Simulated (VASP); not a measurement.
# MnSn2 (I4/mcm) in VASP: single point with PBEsol

Aim: the single point of MnSn2 with PBEsol.

All numbers are computed with VASP 6.6.1; they aren't measurements. Logs are shortened: lines on timing, memory, paths and dates and some standing lists are left out, and cuts for length are marked.

### 1 The cell of the first run

It takes space group I4/mcm (No. 140, tetragonal). Conventional cell: a = 6.646 Å, b = 6.646 Å, c = 5.425 Å, α = 90.00°, β = 90.00°, γ = 90.00°. Mn (site symmetry 422) has 2 Mn at 2.71 Å and 8 Sn at 2.84 Å within 3.6 Å. Sn (site symmetry m2m) has 4 Mn at 2.84 Å and 11 Sn at 2.99 to 3.54 Å within 3.7 Å.

### 2 Single point, PBEsol, collinear spin, ferromagnetic start

Contents of INCAR:

```
SYSTEM = MnSn2
  PREC = Accurate
  ENCUT = 500
  EDIFF = 1E-6
  ISMEAR = 0
  SIGMA = 0.1
  LREAL = .False.
  LASPH = .True.
  NELM = 200
  ALGO = Normal
  ISIF = 2
  LWAVE = .False.
  LCHARG = .False.
  ISPIN = 2
  MAGMOM = 4.29 4.29 0.22 0.22 0.22 0.22
  LORBIT = 11
  NUPDOWN = 10.0
  LMAXMIX = 4
  GGA = PS
  NBANDS = 54
  GGA_COMPAT = .False.
  KPAR = 4
```

Contents of KPOINTS:

```
Automatic mesh
0
Gamma
  8 8 8
  0 0 0
```

Contents of POSCAR:

```
MnSn2
1.0
   -3.3230000000      3.3230000000      2.7125000000
    3.3230000000     -3.3230000000      2.7125000000
    3.3230000000      3.3230000000     -2.7125000000
Mn Sn
2 4
Direct
    0.7500000000      0.7500000000      0.0000000000
    0.2500000000      0.2500000000      0.0000000000
    0.1590000000      0.6590000000      0.8180000000
    0.6590000000      0.8410000000      0.5000000000
    0.8410000000      0.3410000000      0.1820000000
    0.3410000000      0.1590000000      0.5000000000
```

Potentials or basis: VASP PAW PBE potentials, release 64 (Mn_pv, Sn_d).

Run with:

```sh
$ cat potpaw_PBE.64/Mn_pv/POTCAR potpaw_PBE.64/Sn_d/POTCAR > POTCAR
$ mpirun -np 4 vasp_std > vasp.out
```

OUTCAR:

```text
SYSTEM = MnSn2
   PREC = Accurate
   ENCUT = 500
   EDIFF = 1E-6
   ISMEAR = 0
   LREAL = .False.
   LASPH = .True.
   NELM = 200
   ISIF = 2
   ISPIN = 2
   LORBIT = 11
   NUPDOWN = 10.0
   GGA = PS

 ion  position               nearest neighbor table
   1  0.750  0.750  0.000-   2 2.71   2 2.71   6 2.84   3 2.84   4 2.84   5 2.84   4 2.84   6 2.84
                             3 2.84   5 2.84
   2  0.250  0.250  0.000-   1 2.71   1 2.71   5 2.84   3 2.84   5 2.84   6 2.84   6 2.84   3 2.84
                             4 2.84   4 2.84
   3  0.159  0.659  0.818-   1 2.84   2 2.84   1 2.84   2 2.84   5 2.99   5 3.21   5 3.21   6 3.44
                             4 3.44   4 3.44   6 3.44   6 3.54   4 3.54   4 3.54   6 3.54
   4  0.659  0.841  0.500-   2 2.84   1 2.84   1 2.84   2 2.84   6 2.99   6 3.21   6 3.21   3 3.44
                             5 3.44   3 3.44   5 3.44   5 3.54   5 3.54   3 3.54   3 3.54
   5  0.841  0.341  0.182-   1 2.84   2 2.84   1 2.84   2 2.84   3 2.99   3 3.21   3 3.21   4 3.44
                             6 3.44   6 3.44   4 3.44   4 3.54   6 3.54   6 3.54   4 3.54
   6  0.341  0.159  0.500-   1 2.84   2 2.84   2 2.84   1 2.84   4 2.99   4 3.21   4 3.21   3 3.44
                             5 3.44   3 3.44   5 3.44   5 3.54   5 3.54   3 3.54   3 3.54

  LATTYP: Found a body centered tetragonal cell.
 ALAT       =     6.6460000000
 C/A-ratio  =     0.8162804695

  Lattice vectors:

 A1 = (  -3.3230000000,   3.3230000000,   2.7125000000)
 A2 = (   3.3230000000,  -3.3230000000,   2.7125000000)
 A3 = (   3.3230000000,   3.3230000000,  -2.7125000000)

Analysis of symmetry for initial positions (statically):
=====================================================================
 Subroutine PRICEL returns:
 Original cell was already a primitive cell.

 Routine SETGRP: Setting up the symmetry group for a
 body centered tetragonal supercell.

 Subroutine GETGRP returns: Found 16 space group operations
 (whereof  8 operations were pure point group operations)
 out of a pool of 16 trial point group operations.

The static configuration has the point symmetry C_4h.
 The point group associated with its full space group is D_4h.

Analysis of symmetry for dynamics (positions and initial velocities):
=====================================================================
 Subroutine PRICEL returns:
 Original cell was already a primitive cell.

 Routine SETGRP: Setting up the symmetry group for a
 body centered tetragonal supercell.

 Subroutine GETGRP returns: Found 16 space group operations
 (whereof  8 operations were pure point group operations)
 out of a pool of 16 trial point group operations.

The dynamic configuration has the point symmetry C_4h.
 The point group associated with its full space group is D_4h.

Analysis of structural, dynamic, and magnetic symmetry:
=====================================================================
 Subroutine PRICEL returns:
 Original cell was already a primitive cell.

 Routine SETGRP: Setting up the symmetry group for a
 body centered tetragonal supercell.

 Subroutine GETGRP returns: Found 16 space group operations
 (whereof  8 operations were pure point group operations)
 out of a pool of 16 trial point group operations.

The overall configuration has the point symmetry C_4h.
 The point group associated with its full space group is D_4h.

 Subroutine INISYM returns: Found 16 space group operations
 (whereof  8 operations are pure point group operations),
 and found     1 'primitive' translations

----------------------------------------------------------------------------------------

                                     Primitive cell

  volume of cell :     119.8093

  direct lattice vectors                    reciprocal lattice vectors
    -3.323000000  3.323000000  2.712500000     0.000000000  0.150466446  0.184331797
     3.323000000 -3.323000000  2.712500000     0.150466446  0.000000000  0.184331797
     3.323000000  3.323000000 -2.712500000     0.150466446  0.150466446  0.000000000

  length of vectors
     5.426077243  5.426077243  5.426077243     0.237946134  0.237946134  0.212791689

  position of ions in fractional coordinates (direct lattice)
     0.750000000  0.750000000  0.000000000
     0.250000000  0.250000000  0.000000000
     0.159000000  0.659000000  0.818000000
     0.659000000  0.841000000  0.500000000
     0.841000000  0.341000000  0.182000000
[... 66 lines left out ...]
   total plane-waves  NPLWV =  64000
   dimension x,y,z NGX =    40 NGY =   40 NGZ =   40
   dimension x,y,z NGXF=    80 NGYF=   80 NGZF=   80
   ions per type =               2   4
   NGX,Y,Z   is equivalent  to a cutoff of  12.26, 12.26, 12.26 a.u.
   NGXF,Y,Z  is equivalent  to a cutoff of  24.51, 24.51, 24.51 a.u.
 SYSTEM =  MnSn2
   PREC   = accura    normal or accurate (medium, high low for compatibility)
   ISTART =      0    job   : 0-new  1-cont  2-samecut
   ICHARG =      2    charge: 1-file 2-atom 10-const
   ISPIN  =      2    spin polarized calculation?
   LNONCOLLINEAR =      F non collinear calculations
   LSORBIT =      F    spin-orbit coupling
   LASPH  =      T    aspherical Exc in radial PAW
   ENCUT  =  500.0 eV  36.75 Ry    6.06 a.u.   9.89  9.89  9.89*2*pi/ulx,y,z
   NELM   =    200;   NELMIN=  2; NELMDL= -5     # of ELM steps
   EDIFF  = 0.1E-05   stopping-criterion for ELM
   LREAL  =      F    real-space projection
   EDIFFG = 0.1E-04   stopping-criterion for IOM
   NSW    =      0    number of steps for IOM
   IBRION =     -1    ionic relax: 0-MD 1-quasi-New 2-CG
   NFREE  =      0    steps in history (QN), initial steepest desc. (CG)
   ISIF   =      2    stress and relaxation
   ISYM   =      2    0-nonsym 1-usesym 2-fastsym
   POTIM  = 0.5000    time-step for ionic-motion
   TEBEG  =    0.0;   TEEND  =   0.0 temperature during run
   PSTRESS=    0.0 pullay stress
   NELECT =      82.0000    total number of electrons
   NUPDOWN=      10.0000    fix difference up-down
   EMIN   =  10.00;   EMAX   =-10.00  energy-range for DOS
   EFERMI =   0.00;   METHOD = LEGACY
   ISMEAR =     0;   SIGMA  =   0.10  broadening in eV -4-tet -1-fermi 0-gaus
   EFERMI_NEDOS =   21; number of points for ismear=-14 and -15
   IALGO  =     38    algorithm
   IMIX   =      4    mixing-type and parameters
     AMIX     =   0.40;   BMIX     =  1.00
     AMIX_MAG =   1.60;   BMIX_MAG =  1.00
  volume/ion in A,a.u.               =      19.97       134.75
  Fermi-wavevector in a.u.,A,eV,Ry     =   1.442722  2.726349 28.319801  2.081447
  Thomas-Fermi vector in A             =   2.561210
   LORBIT       =     11    0 simple, 1 ext, 2 COOP (PROOUT), +10 PAW based schemes
   GGA     = PS    functional components
   LHFCALC =     F    Hartree Fock is set to
   AEXX    =    0.0000 exact exchange contribution
   IVDW    =     0    specifies the selected vdW correction
   LEPSILON=     F    determine dielectric tensor
   LRPA    =     F    only Hartree local field effects (RPA)
 spin polarized calculation
 Gauss-broadening in eV      SIGMA  =   0.10
  energy-cutoff  :      500.00
  volume of cell :      119.81
 maximum number of plane-waves:      3068
   NGX = 19   NGY = 19   NGZ = 19

 number of electron      82.0000051 magnetization       9.9999935

 number of electron      82.0000051 magnetization      10.0000018

 Free energy of the ion-electron system (eV)
  ---------------------------------------------------
  ext. energy  EPLUGINS =         0.00000000
  ---------------------------------------------------
  free energy    TOTEN  =       -33.88068168 eV

  energy without entropy =      -33.85887640  energy(sigma->0) =      -33.86977904

 E-fermi :   8.7421     XC(G=0): -11.5803

 val. band max:       10.8511526478   @ k =   0.2500   0.1250  -0.0000
 cond. band min:       8.7486905298   @ k =  -0.2500   0.2500   0.1250
 fundamental gap:     -2.1024621181
 Fermi energy:        10.8568716696

 spin component 1

 k-point     1 :       0.0000    0.0000    0.0000
  band No.  band energies     occupation
      1     -40.5986      1.00000
      2     -40.5541      1.00000
      3     -40.5541      1.00000
      4     -40.5380      1.00000
      5     -40.5380      1.00000
      6     -40.4378      1.00000
[... 1333 lines left out ...]
     52      13.5346      0.00000
     53      14.4258      0.00000

 [... further k-points ...]

 spin component 2

 k-point     1 :       0.0000    0.0000    0.0000
  band No.  band energies     occupation
      1     -36.6086      1.00000
      2     -36.5402      1.00000
      3     -36.5402      1.00000
      4     -36.5210      1.00000
      5     -36.5210      1.00000
      6     -36.4259      1.00000
[... 1333 lines left out ...]
     52      14.3580      0.00000
     53      15.3193      0.00000

 [... further k-points ...]

 [bands above 53 left out]

------------------------ aborting loop because EDIFF is reached ----------------------------------------

  FORCE on cell =-STRESS in cart. coord.  units (eV):
  Direction    XX          YY          ZZ          XY          YZ          ZX
  --------------------------------------------------------------------------------------
  -------------------------------------------------------------------------------------
  Total        7.3750108      7.3750108      8.0378161      0.0000000      0.0000000      0.0000000
  in kB       98.6240474     98.6240474    107.4875658      0.0000000      0.0000000      0.0000000
  external PRESSURE =     101.5785535 kB  Pullay stress =       0.0000000 kB

 VOLUME and BASIS-vectors are now :
 -----------------------------------------------------------------------------
  energy-cutoff  :      500.00
  volume of cell :      119.81
      direct lattice vectors                 reciprocal lattice vectors
    -3.323000000  3.323000000  2.712500000     0.000000000  0.150466446  0.184331797
     3.323000000 -3.323000000  2.712500000     0.150466446  0.000000000  0.184331797
     3.323000000  3.323000000 -2.712500000     0.150466446  0.150466446  0.000000000

 POSITION                                       TOTAL-FORCE (eV/Angst)
 -----------------------------------------------------------------------------------
      0.00000      0.00000      4.06875        -0.000000      0.000000      0.000000
      0.00000      0.00000      1.35625        -0.000000      0.000000      0.000000
      4.37971      1.05671      0.00000         0.125938      0.125938      0.000000
      2.26629      1.05671      2.71250        -0.125938      0.125938      0.000000
     -1.05671      2.26629      2.71250        -0.125938     -0.125938     -0.000000
      1.05671      2.26629      0.00000         0.125938     -0.125938      0.000000
 -----------------------------------------------------------------------------------
    total drift:                               -0.000000     -0.000000      0.000000

  FREE ENERGIE OF THE ION-ELECTRON SYSTEM (eV)
  ---------------------------------------------------
  free  energy   TOTEN  =       -33.8806816818 eV

  energy  without entropy=      -33.8588764035  energy(sigma->0) =      -33.86977904

 total charge

# of ion       s       p       d       tot
------------------------------------------
    1        0.308   6.259   4.992  11.559
    2        0.308   6.259   4.992  11.559
    3        1.237   1.098  10.009  12.344
    4        1.237   1.098  10.009  12.344
    5        1.237   1.098  10.009  12.344
    6        1.237   1.098  10.009  12.344
--------------------------------------------------
tot          5.562  16.910  50.020  72.492

 magnetization (x)

# of ion       s       p       d       tot
------------------------------------------
    1        0.049   0.069   3.774   3.892
    2        0.049   0.069   3.774   3.892
    3        0.070   0.146   0.031   0.247
    4        0.070   0.146   0.031   0.247
    5        0.070   0.146   0.031   0.247
    6        0.070   0.146   0.031   0.247
--------------------------------------------------
tot          0.378   0.720   7.673   8.772
```

Run time: 2.9 min. Hardware: 4 MPI ranks of Intel Xeon Platinum 8259CL at 2.50GHz (Skylake/Cascade Lake), shared host; peak memory 0.63 GiB.

Results:

```yaml
Free_energy: -33.8807 eV
Pressure: 10.2 GPa
Largest_force: 0.178 eV/Å
Net_moment: 10.00 μB per cell
Site_moments: Mn +3.89; Sn +0.25 μB
Valence_electrons_inside_the_program's_atomic_spheres: Mn 11.56; Sn 12.34
```

Forces on the atoms (eV/Å):
```
Mn   0.000  0.000  0.000
Mn   0.000  0.000  0.000
Sn   0.126  0.126  0.000
Sn  -0.126  0.126  0.000
Sn  -0.126 -0.126  0.000
Sn   0.126 -0.126  0.000
```

Caveat: the cell stands under pressure; the PAW data sets were made with another functional, which shifts forces and pressure a little; spin-orbit coupling is left out, which moves the levels of the heavy elements; the total moment is fixed, so each spin has its own Fermi level and the state may be an excited one.
